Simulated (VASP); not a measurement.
# Sb (P4/mmm) in VASP: a series of runs

Sb is run at these levels: PBEsol; tasks: single point.

Program: VASP 6.6.1. These are calculated values, not measurements. Logs are shortened: lines on timing, memory, paths and dates and some standing lists are left out, and cuts for length are marked.

## Step 1: The cell of the first run

It takes space group P4/mmm (No. 123, tetragonal). Conventional cell: a = 3.249 Å, b = 3.249 Å, c = 2.989 Å, α = 90.00°, β = 90.00°, γ = 90.00°. Sb (site symmetry 4/mmm) has 6 Sb at 2.99 to 3.25 Å within 3.9 Å.

## Step 2: Single point, PBEsol

The input, INCAR:

```
SYSTEM = Sb
PREC     = Accurate       ! precision mode
ENCUT    = 520            ! plane-wave cutoff, eV
EDIFF    = 1E-7           ! SCF threshold, eV
ISMEAR   = 0              ! smearing method
SIGMA    = 0.15           ! smearing width, eV
LREAL    = .FALSE.        ! projectors in reciprocal space
LASPH    = .TRUE.         ! aspherical terms in the spheres
NELM     = 60             ! most SCF steps
ALGO     = Normal         ! electronic algorithm
ISIF     = 2              ! what is computed and relaxed
LWAVE    = .FALSE.        ! write WAVECAR
LCHARG   = .FALSE.        ! write CHGCAR
GGA      = PS             ! functional
NBANDS   = 8              ! bands
```

The input, KPOINTS:

```
regular mesh
0
G
  16 16 16
  0 0 0
```

The input, POSCAR:

```
Sb
1.0
    3.2490605637      0.0000000000      0.0000000000
    0.0000000000      3.2490605637      0.0000000000
    0.0000000000      0.0000000000      2.9891357186
Sb
1
Direct
    0.0000000000      0.0000000000      0.0000000000
```

Potentials or basis: VASP PAW PBE potentials, release 64 (Sb).

Run with:

```bash
$ cat potpaw_PBE.64/Sb/POTCAR > POTCAR
$ mpirun -np 1 vasp_std > vasp.out
```

OUTCAR:

```text
SYSTEM = Sb
   PREC = Accurate
   ENCUT = 520
   EDIFF = 1E-7
   ISMEAR = 0
   LREAL = .FALSE.
   LASPH = .TRUE.
   NELM = 60
   ISIF = 2
   GGA = PS

 ion  position               nearest neighbor table
   1  0.000  0.000  0.000-

  LATTYP: Found a simple tetragonal cell.
 ALAT       =     3.2490605637
 C/A-ratio  =     0.9200000000

  Lattice vectors:

 A1 = (   3.2490605637,   0.0000000000,   0.0000000000)
 A2 = (   0.0000000000,   3.2490605637,   0.0000000000)
 A3 = (   0.0000000000,   0.0000000000,   2.9891357186)

Analysis of symmetry for initial positions (statically):
=====================================================================
 Subroutine PRICEL returns:
 Original cell was already a primitive cell.

 Routine SETGRP: Setting up the symmetry group for a
 simple tetragonal supercell.

 Subroutine GETGRP returns: Found 16 space group operations
 (whereof 16 operations were pure point group operations)
 out of a pool of 16 trial point group operations.

The static configuration has the point symmetry D_4h.

Analysis of symmetry for dynamics (positions and initial velocities):
=====================================================================
 Subroutine PRICEL returns:
 Original cell was already a primitive cell.

 Routine SETGRP: Setting up the symmetry group for a
 simple tetragonal supercell.

 Subroutine GETGRP returns: Found 16 space group operations
 (whereof 16 operations were pure point group operations)
 out of a pool of 16 trial point group operations.

The dynamic configuration has the point symmetry D_4h.

 Subroutine INISYM returns: Found 16 space group operations
 (whereof 16 operations are pure point group operations),
 and found     1 'primitive' translations

----------------------------------------------------------------------------------------

                                     Primitive cell

  volume of cell :      31.5545

  direct lattice vectors                    reciprocal lattice vectors
     3.249060564  0.000000000  0.000000000     0.307781274  0.000000000  0.000000000
     0.000000000  3.249060564  0.000000000     0.000000000  0.307781274  0.000000000
     0.000000000  0.000000000  2.989135719     0.000000000  0.000000000  0.334544863

  length of vectors
     3.249060564  3.249060564  2.989135719     0.307781274  0.307781274  0.334544863

  position of ions in fractional coordinates (direct lattice)
     0.000000000  0.000000000  0.000000000

  ion indices of the primitive-cell ions
   primitive index   ion index
                 1           1

----------------------------------------------------------------------------------------

 KPOINTS: regular mesh

Automatic generation of k-mesh.
 Grid dimensions read from file:
 generate k-points for:   16   16   16

 Generating k-lattice:

  Cartesian coordinates                     Fractional coordinates (reciprocal lattice)
     0.019236330  0.000000000  0.000000000     0.062500000  0.000000000  0.000000000
     0.000000000  0.019236330  0.000000000     0.000000000  0.062500000  0.000000000
     0.000000000  0.000000000  0.020909054     0.000000000  0.000000000  0.062500000

  Length of vectors
     0.019236330  0.019236330  0.020909054

  Shift w.r.t. Gamma in fractional coordinates (k-lattice)
     0.000000000  0.000000000  0.000000000

 Subroutine IBZKPT returns following result:
 ===========================================

 Found    405 irreducible k-points:

 Following reciprocal coordinates:
            Coordinates               Weight
  0.000000  0.000000  0.000000      1.000000
  0.062500  0.000000  0.000000      4.000000
  0.125000  0.000000  0.000000      4.000000
  0.187500  0.000000  0.000000      4.000000
  0.250000  0.000000  0.000000      4.000000
  0.312500  0.000000  0.000000      4.000000
[... 16 lines left out ...]
  0.437500  0.125000  0.000000      8.000000
  0.500000  0.125000  0.000000      4.000000
 [... further k-points ...]
   k-points           NKPTS =    405   k-points in BZ     NKDIM =    405   number of bands    NBANDS=      8
   number of dos      NEDOS =    301   number of ions     NIONS =      1
   total plane-waves  NPLWV =  13824
   dimension x,y,z NGX =    24 NGY =   24 NGZ =   24
   dimension x,y,z NGXF=    48 NGYF=   48 NGZF=   48
   ions per type =               1
   NGX,Y,Z   is equivalent  to a cutoff of  12.28, 12.28, 13.35 a.u.
   NGXF,Y,Z  is equivalent  to a cutoff of  24.56, 24.56, 26.70 a.u.
 SYSTEM =  Sb
   PREC   = accura    normal or accurate (medium, high low for compatibility)
   ISTART =      0    job   : 0-new  1-cont  2-samecut
   ICHARG =      2    charge: 1-file 2-atom 10-const
   ISPIN  =      1    spin polarized calculation?
   LNONCOLLINEAR =      F non collinear calculations
   LSORBIT =      F    spin-orbit coupling
   LASPH  =      T    aspherical Exc in radial PAW
   ENCUT  =  520.0 eV  38.22 Ry    6.18 a.u.   6.04  6.04  5.56*2*pi/ulx,y,z
   NELM   =     60;   NELMIN=  2; NELMDL= -5     # of ELM steps
   EDIFF  = 0.1E-06   stopping-criterion for ELM
   LREAL  =      F    real-space projection
   EDIFFG = 0.1E-05   stopping-criterion for IOM
   NSW    =      0    number of steps for IOM
   IBRION =     -1    ionic relax: 0-MD 1-quasi-New 2-CG
   NFREE  =      0    steps in history (QN), initial steepest desc. (CG)
   ISIF   =      2    stress and relaxation
   ISYM   =      2    0-nonsym 1-usesym 2-fastsym
   POTIM  = 0.5000    time-step for ionic-motion
   TEBEG  =    0.0;   TEEND  =   0.0 temperature during run
   PSTRESS=    0.0 pullay stress
   NELECT =       5.0000    total number of electrons
   NUPDOWN=      -1.0000    fix difference up-down
   EMIN   =  10.00;   EMAX   =-10.00  energy-range for DOS
   EFERMI =   0.00;   METHOD = LEGACY
   ISMEAR =     0;   SIGMA  =   0.15  broadening in eV -4-tet -1-fermi 0-gaus
   EFERMI_NEDOS =   21; number of points for ismear=-14 and -15
   IALGO  =     38    algorithm
   IMIX   =      4    mixing-type and parameters
     AMIX     =   0.40;   BMIX     =  1.00
     AMIX_MAG =   1.60;   BMIX_MAG =  1.00
  volume/ion in A,a.u.               =      31.55       212.94
  Fermi-wavevector in a.u.,A,eV,Ry     =   0.885886  1.674081 10.677766  0.784794
  Thomas-Fermi vector in A             =   2.006979
   LORBIT       =      0    0 simple, 1 ext, 2 COOP (PROOUT), +10 PAW based schemes
   GGA     = PS    functional components
   LHFCALC =     F    Hartree Fock is set to
   AEXX    =    0.0000 exact exchange contribution
   IVDW    =     0    specifies the selected vdW correction
   LEPSILON=     F    determine dielectric tensor
   LRPA    =     F    only Hartree local field effects (RPA)
 non-spin polarized calculation
 Gauss-broadening in eV      SIGMA  =   0.15
  energy-cutoff  :      520.00
  volume of cell :       31.55
 maximum number of plane-waves:       868
   NGX = 13   NGY = 13   NGZ = 11

 number of electron       5.0000000 magnetization

 Free energy of the ion-electron system (eV)
  ---------------------------------------------------
  ext. energy  EPLUGINS =         0.00000000
  ---------------------------------------------------
  free energy    TOTEN  =        -4.44935203 eV

  energy without entropy =       -4.44422851  energy(sigma->0) =       -4.44679027

 E-fermi :   6.2704     XC(G=0):  -9.5118

 val. band max:        6.2654484303   @ k =   0.5000   0.3750   0.5000
 cond. band min:       6.3052080464   @ k =   0.3750   0.3125   0.3125
 fundamental gap:      0.0397596161
 Fermi energy:         6.2703900744

 k-point     1 :       0.0000    0.0000    0.0000
  band No.  band energies     occupation
      1      -5.7402      2.00000
      2       8.6624      0.00000
      3       8.6624      0.00000
      4      10.9858      0.00000
      5      12.6794      0.00000
      6      12.7737      0.00000
      7      15.1300      0.00000
      8      22.9156      0.00000

 k-point     2 :       0.0625    0.0000    0.0000
  band No.  band energies     occupation
      1      -5.6921      2.00000
      2       8.0362      0.00000
      3       8.7079      0.00000
      4      11.0324      0.00000
      5      12.7683      0.00000
      6      13.4141      0.00000
      7      15.1946      0.00000
      8      22.2722      0.00000

 k-point     3 :       0.1250    0.0000    0.0000
  band No.  band energies     occupation
      1      -5.5495      2.00000
      2       6.7786      0.00000
      3       8.8414      0.00000
      4      11.1689      0.00000
      5      12.9013      0.00000
      6      14.7037      0.00000
      7      15.5263      0.00000
      8      21.2173      0.00000

 k-point     4 :       0.1875    0.0000    0.0000
  band No.  band energies     occupation
      1      -5.3177      2.00000
      2       5.4217      2.00000
      3       9.0535      0.00000
      4      11.3858      0.00000
      5      13.1181      0.00000
      6      15.3107      0.00000
      7      16.8574      0.00000
      8      20.1502      0.00000

 k-point     5 :       0.2500    0.0000    0.0000
  band No.  band energies     occupation
      1      -5.0080      2.00000
      2       4.1287      2.00000
      3       9.3264      0.00000
      4      11.6651      0.00000
      5      13.4172      0.00000
      6      15.6436      0.00000
      7      18.4662      0.00000
      8      19.1500      0.00000
[... 177 lines left out ...]
 k-point    22 :       0.3750    0.1250    0.0000
  band No.  band energies     occupation
      1      -4.0761      2.00000
      2       2.2078      2.00000
      3       8.1418      0.00000
      4      12.4607      0.00000
      5      14.3931      0.00000
      6      15.9641      0.00000
      7      17.4576      0.00000
      8      19.7466      0.00000

 k-point    23 :       0.4375    0.1250    0.0000
  band No.  band energies     occupation
      1      -3.7705      2.00000
      2       1.5530      2.00000
      3       8.4004      0.00000
      4      12.6845      0.00000
      5      13.9085      0.00000
      6      16.2345      0.00000
      7      17.9802      0.00000
      8      19.2694      0.00000

 k-point    24 :       0.5000    0.1250    0.0000
  band No.  band energies     occupation
      1      -3.6478      2.00000
      2       1.3133      2.00000
      3       8.5010      0.00000
      4      12.7688      0.00000
      5      13.7278      0.00000
      6      16.3484      0.00000
      7      18.4965      0.00000
      8      18.6959      0.00000

 [... further k-points ...]
[... 5 lines left out ...]
  --------------------------------------------------------------------------------------
  -------------------------------------------------------------------------------------
  Total       -1.3719786     -1.3719786      0.3018574      0.0000000     -0.0000000     -0.0000000
  in kB      -69.6621175    -69.6621175     15.3267874      0.0000000     -0.0000000     -0.0000000
  external PRESSURE =     -41.3324826 kB  Pullay stress =       0.0000000 kB

 VOLUME and BASIS-vectors are now :
 -----------------------------------------------------------------------------
  energy-cutoff  :      520.00
  volume of cell :       31.55
      direct lattice vectors                 reciprocal lattice vectors
     3.249060564  0.000000000  0.000000000     0.307781274  0.000000000  0.000000000
     0.000000000  3.249060564  0.000000000     0.000000000  0.307781274  0.000000000
     0.000000000  0.000000000  2.989135719     0.000000000  0.000000000  0.334544863

 POSITION                                       TOTAL-FORCE (eV/Angst)
 -----------------------------------------------------------------------------------
      0.00000      0.00000      0.00000         0.000000      0.000000      0.000000
 -----------------------------------------------------------------------------------
    total drift:                                0.000000      0.000000      0.000000

  FREE ENERGIE OF THE ION-ELECTRON SYSTEM (eV)
  ---------------------------------------------------
  free  energy   TOTEN  =        -4.4493520298 eV

  energy  without entropy=       -4.4442285110  energy(sigma->0) =       -4.44679027
```

It took 89 s on 1 thread of AMD EPYC 7R43 (Zen 3), shared host; peak memory 0.18 GiB.

Results:

```
Free energy : -4.4494 eV
Pressure    : -4.1 GPa
```

Levels at points of the mesh, in eV from the Fermi level:
```tsv
k point	band 1	band 2	band 3	band 4	band 5	band 6
(0.00, 0.00, 0.00)	-12.01	2.39	2.39	4.72	6.41	6.50
(0.50, 0.00, 0.00)	-10.11	-5.14	3.95	6.31	8.56	10.24
(0.50, 0.50, 0.00)	-8.16	-3.42	-3.42	2.23	7.91	12.97
(0.00, 0.00, 0.50)	-9.05	-5.37	4.81	4.81	9.00	9.66
(0.50, 0.00, 0.50)	-7.00	-3.77	-2.64	2.44	6.37	12.26
(0.50, 0.50, 0.50)	-4.78	-2.29	-1.05	-1.05	4.74	4.74
```

Caveat: the PAW data sets were made with another functional, which shifts forces and pressure a little; spin-orbit coupling is left out, which moves the levels of the heavy elements.

(Part 1 of 2 ends here.)
